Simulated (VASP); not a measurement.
# RbBr (Fm-3m) in VASP: further runs

The runs below take RbBr through single point, with PBE.

Everything below comes from runs of VASP 6.6.1. Logs are shortened: lines on timing, memory, paths and dates and some standing lists are left out, and cuts for length are marked.

### 1 The cell of the first run

Symmetry: Fm-3m, No. 225, cubic system. The conventional cell has a = 6.922 Å, b = 6.922 Å, c = 6.922 Å, α = 90.00°, β = 90.00°, γ = 90.00°. Within 4.5 Å of Rb (site symmetry m-3m) lie 6 Br at 3.46 Å. Within 4.5 Å of Br (site symmetry m-3m) lie 6 Rb at 3.46 Å.

### 2 Single point, PBE

Contents of INCAR:

```
SYSTEM = RbBr
PREC = Accurate
ENCUT = 520
EDIFF = 1E-6
ISMEAR = 0
SIGMA = 0.01
LREAL = .False.
LASPH = .True.
NELM = 100
ALGO = Normal
ISIF = 2
LWAVE = .False.
LCHARG = .False.
GGA = PE
NBANDS = 15
```

Contents of KPOINTS:

```
Automatic mesh
0
Gamma
  6 6 6
  0 0 0
```

Contents of POSCAR:

```
RbBr
1.0
    0.0000000000      3.4608320474      3.4608320474
    3.4608320474      0.0000000000      3.4608320474
    3.4608320474      3.4608320474      0.0000000000
Rb Br
1 1
Direct
    0.0000000000      0.0000000000      0.0000000000
    0.5000000000      0.5000000000      0.5000000000
```

Potentials or basis: VASP PAW PBE potentials, release 64 (Rb_sv, Br).

Run with:

```sh
$ cat potpaw_PBE.64/Rb_sv/POTCAR potpaw_PBE.64/Br/POTCAR > POTCAR
$ mpirun -np 1 vasp_std > vasp.out
```

OUTCAR:

```text
SYSTEM = RbBr
   PREC = Accurate
   ENCUT = 520
   EDIFF = 1E-6
   ISMEAR = 0
   LREAL = .False.
   LASPH = .True.
   NELM = 100
   ISIF = 2
   GGA = PE

 ion  position               nearest neighbor table
   1  0.000  0.000  0.000-   2 3.46   2 3.46   2 3.46   2 3.46   2 3.46   2 3.46
   2  0.500  0.500  0.500-   1 3.46   1 3.46   1 3.46   1 3.46   1 3.46   1 3.46

  LATTYP: Found a face centered cubic cell.
 ALAT       =     6.9216640948

  Lattice vectors:

 A1 = (   0.0000000000,   3.4608320474,   3.4608320474)
 A2 = (   3.4608320474,   0.0000000000,   3.4608320474)
 A3 = (   3.4608320474,   3.4608320474,   0.0000000000)

Analysis of symmetry for initial positions (statically):
=====================================================================
 Subroutine PRICEL returns:
 Original cell was already a primitive cell.

 Routine SETGRP: Setting up the symmetry group for a
 face centered cubic supercell.

 Subroutine GETGRP returns: Found 48 space group operations
 (whereof 48 operations were pure point group operations)
 out of a pool of 48 trial point group operations.

The static configuration has the point symmetry O_h .

Analysis of symmetry for dynamics (positions and initial velocities):
=====================================================================
 Subroutine PRICEL returns:
 Original cell was already a primitive cell.

 Routine SETGRP: Setting up the symmetry group for a
 face centered cubic supercell.

 Subroutine GETGRP returns: Found 48 space group operations
 (whereof 48 operations were pure point group operations)
 out of a pool of 48 trial point group operations.

The dynamic configuration has the point symmetry O_h .

 Subroutine INISYM returns: Found 48 space group operations
 (whereof 48 operations are pure point group operations),
 and found     1 'primitive' translations

----------------------------------------------------------------------------------------

                                     Primitive cell

  volume of cell :      82.9033

  direct lattice vectors                    reciprocal lattice vectors
     0.000000000  3.460832047  3.460832047    -0.144473928  0.144473928  0.144473928
     3.460832047  0.000000000  3.460832047     0.144473928 -0.144473928  0.144473928
     3.460832047  3.460832047  0.000000000     0.144473928  0.144473928 -0.144473928

  length of vectors
     4.894355619  4.894355619  4.894355619     0.250236184  0.250236184  0.250236184

  position of ions in fractional coordinates (direct lattice)
     0.000000000  0.000000000  0.000000000
     0.500000000  0.500000000  0.500000000

  ion indices of the primitive-cell ions
   primitive index   ion index
                 1           1
                 2           2

----------------------------------------------------------------------------------------

 KPOINTS: Automatic mesh

Automatic generation of k-mesh.
 Grid dimensions read from file:
 generate k-points for:    6    6    6

 Generating k-lattice:

  Cartesian coordinates                     Fractional coordinates (reciprocal lattice)
    -0.024078988  0.024078988  0.024078988     0.166666667  0.000000000  0.000000000
     0.024078988 -0.024078988  0.024078988     0.000000000  0.166666667  0.000000000
     0.024078988  0.024078988 -0.024078988     0.000000000  0.000000000  0.166666667

  Length of vectors
     0.041706031  0.041706031  0.041706031

  Shift w.r.t. Gamma in fractional coordinates (k-lattice)
     0.000000000  0.000000000  0.000000000

 Subroutine IBZKPT returns following result:
 ===========================================

 Found     16 irreducible k-points:

 Following reciprocal coordinates:
            Coordinates               Weight
  0.000000  0.000000  0.000000      1.000000
  0.166667  0.000000  0.000000      8.000000
  0.333333  0.000000  0.000000      8.000000
  0.500000  0.000000  0.000000      4.000000
  0.166667  0.166667  0.000000      6.000000
  0.333333  0.166667  0.000000     24.000000
[... 8 lines left out ...]
 -0.333333  0.333333  0.166667     24.000000
 -0.333333  0.500000  0.166667     12.000000
   k-points           NKPTS =     16   k-points in BZ     NKDIM =     16   number of bands    NBANDS=     15
   number of dos      NEDOS =    301   number of ions     NIONS =      2
   total plane-waves  NPLWV =  46656
   dimension x,y,z NGX =    36 NGY =   36 NGZ =   36
   dimension x,y,z NGXF=    72 NGYF=   72 NGZF=   72
   ions per type =               1   1
   NGX,Y,Z   is equivalent  to a cutoff of  12.23, 12.23, 12.23 a.u.
   NGXF,Y,Z  is equivalent  to a cutoff of  24.46, 24.46, 24.46 a.u.
 SYSTEM =  RbBr
   PREC   = accura    normal or accurate (medium, high low for compatibility)
   ISTART =      0    job   : 0-new  1-cont  2-samecut
   ICHARG =      2    charge: 1-file 2-atom 10-const
   ISPIN  =      1    spin polarized calculation?
   LNONCOLLINEAR =      F non collinear calculations
   LSORBIT =      F    spin-orbit coupling
   LASPH  =      T    aspherical Exc in radial PAW
   ENCUT  =  520.0 eV  38.22 Ry    6.18 a.u.   9.10  9.10  9.10*2*pi/ulx,y,z
   NELM   =    100;   NELMIN=  2; NELMDL= -5     # of ELM steps
   EDIFF  = 0.1E-05   stopping-criterion for ELM
   LREAL  =      F    real-space projection
   EDIFFG = 0.1E-04   stopping-criterion for IOM
   NSW    =      0    number of steps for IOM
   IBRION =     -1    ionic relax: 0-MD 1-quasi-New 2-CG
   NFREE  =      0    steps in history (QN), initial steepest desc. (CG)
   ISIF   =      2    stress and relaxation
   ISYM   =      2    0-nonsym 1-usesym 2-fastsym
   POTIM  = 0.5000    time-step for ionic-motion
   TEBEG  =    0.0;   TEEND  =   0.0 temperature during run
   PSTRESS=    0.0 pullay stress
   NELECT =      16.0000    total number of electrons
   NUPDOWN=      -1.0000    fix difference up-down
   EMIN   =  10.00;   EMAX   =-10.00  energy-range for DOS
   EFERMI =   0.00;   METHOD = LEGACY
   ISMEAR =     0;   SIGMA  =   0.01  broadening in eV -4-tet -1-fermi 0-gaus
   EFERMI_NEDOS =   21; number of points for ismear=-14 and -15
   IALGO  =     38    algorithm
   IMIX   =      4    mixing-type and parameters
     AMIX     =   0.40;   BMIX     =  1.00
     AMIX_MAG =   1.60;   BMIX_MAG =  1.00
  volume/ion in A,a.u.               =      41.45       279.73
  Fermi-wavevector in a.u.,A,eV,Ry     =   0.946072  1.787817 12.177931  0.895053
  Thomas-Fermi vector in A             =   2.074035
   LORBIT       =      0    0 simple, 1 ext, 2 COOP (PROOUT), +10 PAW based schemes
   GGA     = PE    functional components
   LHFCALC =     F    Hartree Fock is set to
   AEXX    =    0.0000 exact exchange contribution
   IVDW    =     0    specifies the selected vdW correction
   LEPSILON=     F    determine dielectric tensor
   LRPA    =     F    only Hartree local field effects (RPA)
 non-spin polarized calculation
 Gauss-broadening in eV      SIGMA  =   0.01
  energy-cutoff  :      520.00
  volume of cell :       82.90
 maximum number of plane-waves:      2252
   NGX = 19   NGY = 19   NGZ = 19

 number of electron      15.9999997 magnetization

 Free energy of the ion-electron system (eV)
  ---------------------------------------------------
  ext. energy  EPLUGINS =         0.00000000
  ---------------------------------------------------
  free energy    TOTEN  =        -6.10929046 eV

  energy without entropy =       -6.10929046  energy(sigma->0) =       -6.10929046

 E-fermi :  -1.7036     XC(G=0):  -7.1177

 val. band max:       -1.8613748205   @ k =   0.0000   0.0000   0.0000
 cond. band min:       2.4269378246   @ k =   0.0000   0.0000   0.0000
 fundamental gap:      4.2883126451
 Fermi energy:        -1.7035904061

 k-point     1 :       0.0000    0.0000    0.0000
  band No.  band energies     occupation
      1     -26.3384      2.00000
      2     -14.0136      2.00000
      3     -10.4127      2.00000
      4     -10.4127      2.00000
      5     -10.4127      2.00000
      6      -1.8614      2.00000
      7      -1.8614      2.00000
      8      -1.8614      2.00000
      9       2.4269      0.00000
     10       5.4087      0.00000
     11       5.4087      0.00000
     12       5.4087      0.00000
     13       6.2766      0.00000
     14       6.2766      0.00000
     15       9.0607      0.00000

 k-point     2 :       0.1667    0.0000    0.0000
  band No.  band energies     occupation
      1     -26.3364      2.00000
      2     -14.0227      2.00000
      3     -10.4146      2.00000
      4     -10.4146      2.00000
      5     -10.4027      2.00000
      6      -2.1496      2.00000
      7      -1.9491      2.00000
      8      -1.9491      2.00000
      9       3.0474      0.00000
     10       5.2721      0.00000
     11       5.7276      0.00000
     12       5.7276      0.00000
     13       6.6644      0.00000
     14       6.6644      0.00000
     15      10.0279      0.00000

 k-point     3 :       0.3333    0.0000    0.0000
  band No.  band energies     occupation
      1     -26.3323      2.00000
      2     -14.0407      2.00000
      3     -10.4182      2.00000
      4     -10.4182      2.00000
      5     -10.3828      2.00000
      6      -2.6082      2.00000
      7      -2.1138      2.00000
      8      -2.1138      2.00000
      9       4.2840      0.00000
     10       5.3880      0.00000
     11       6.6144      0.00000
     12       6.6144      0.00000
     13       7.6351      0.00000
     14       7.6351      0.00000
     15       9.5482      0.00000
[... 199 lines left out ...]
 k-point    15 :      -0.3333    0.3333    0.1667
  band No.  band energies     occupation
      1     -26.3286      2.00000
      2     -14.0039      2.00000
      3     -10.4998      2.00000
      4     -10.4926      2.00000
      5     -10.3979      2.00000
      6      -2.4739      2.00000
      7      -2.2000      2.00000
      8      -2.1733      2.00000
      9       5.1255      0.00000
     10       5.3403      0.00000
     11       6.5610      0.00000
     12       6.8274      0.00000
     13       8.2405      0.00000
     14       8.9126      0.00000
     15       8.9533      0.00000

 k-point    16 :      -0.3333    0.5000    0.1667
  band No.  band energies     occupation
      1     -26.3280      2.00000
      2     -13.9821      2.00000
      3     -10.5502      2.00000
      4     -10.5012      2.00000
      5     -10.4175      2.00000
      6      -2.2707      2.00000
      7      -2.2520      2.00000
      8      -2.1195      2.00000
      9       4.4493      0.00000
     10       5.8805      0.00000
     11       6.0515      0.00000
     12       6.9631      0.00000
     13       8.0266      0.00000
     14       8.8829      0.00000
     15       9.3261      0.00000

------------------------ aborting loop because EDIFF is reached ----------------------------------------

  FORCE on cell =-STRESS in cart. coord.  units (eV):
  Direction    XX          YY          ZZ          XY          YZ          ZX
  --------------------------------------------------------------------------------------
  -------------------------------------------------------------------------------------
  Total        0.2917281      0.2917281      0.2917281      0.0000000      0.0000000     -0.0000000
  in kB        5.6378991      5.6378991      5.6378991      0.0000000      0.0000000     -0.0000000
  external PRESSURE =       5.6378991 kB  Pullay stress =       0.0000000 kB

 VOLUME and BASIS-vectors are now :
 -----------------------------------------------------------------------------
  energy-cutoff  :      520.00
  volume of cell :       82.90
      direct lattice vectors                 reciprocal lattice vectors
     0.000000000  3.460832047  3.460832047    -0.144473928  0.144473928  0.144473928
     3.460832047  0.000000000  3.460832047     0.144473928 -0.144473928  0.144473928
     3.460832047  3.460832047  0.000000000     0.144473928  0.144473928 -0.144473928

 POSITION                                       TOTAL-FORCE (eV/Angst)
 -----------------------------------------------------------------------------------
      0.00000      0.00000      0.00000         0.000000      0.000000      0.000000
      3.46083      3.46083      3.46083        -0.000000     -0.000000     -0.000000
 -----------------------------------------------------------------------------------
    total drift:                                0.000000      0.000000      0.000000

  FREE ENERGIE OF THE ION-ELECTRON SYSTEM (eV)
  ---------------------------------------------------
  free  energy   TOTEN  =        -6.1092904578 eV

  energy  without entropy=       -6.1092904578  energy(sigma->0) =       -6.10929046
```

It took 17 s on 1 thread of Intel Xeon Platinum 8259CL at 2.50GHz (Skylake/Cascade Lake), shared host; peak memory 0.2 GiB.

Results:

- Free energy: -6.1093 eV
- Pressure: 0.6 GPa
- Band gap on the k mesh: 4.29 eV, direct

PBE gaps usually lie below the measured ones, often by a third to a half.

### 3 Single point, PBE, non-collinear spin, zero start, spin-orbit coupling

Contents of INCAR:

```
SYSTEM = RbBr
PREC = Accurate
ENCUT = 520
EDIFF = 1E-6
ISMEAR = 0
SIGMA = 0.01
LREAL = .FALSE.
LASPH = .TRUE.
NELM = 150
ALGO = Normal
ISIF = 2
LWAVE = .FALSE.
LCHARG = .FALSE.
MAGMOM = 0 0 0 0 0 0
LORBIT = 11
LSORBIT = .TRUE.
GGA_COMPAT = .FALSE.
LORBMOM = .TRUE.
GGA = PE
NBANDS = 28
```

Contents of KPOINTS:

```
regular mesh
0
G
  4 4 4
  0 0 0
```

POSCAR is that of step 2.

Potentials or basis: VASP PAW PBE potentials, release 64 (Rb_sv, Br).

Run with:

```sh
$ cat potpaw_PBE.64/Rb_sv/POTCAR potpaw_PBE.64/Br/POTCAR > POTCAR
$ mpirun -np 1 vasp_ncl > vasp.out
```

Wall time 53 s (1 thread of Intel Xeon Platinum 8259CL at 2.50GHz (Skylake/Cascade Lake), shared host); peak memory 0.39 GiB.

The run converged. Its results:

```yaml
Free_energy: -6.1613 eV
Pressure: 0.6 GPa
Net_moment: 0.00 μB per cell
Valence_electrons_inside_the_program's_atomic_spheres: Rb 7.31; Br 4.90
```

Moments on the atoms (μB; x, y, z):
```
Rb  0.00 0.00 0.00
Br  0.00 0.00 0.00
```

Caveat: the k points lie up to 0.39 Å⁻¹ apart.
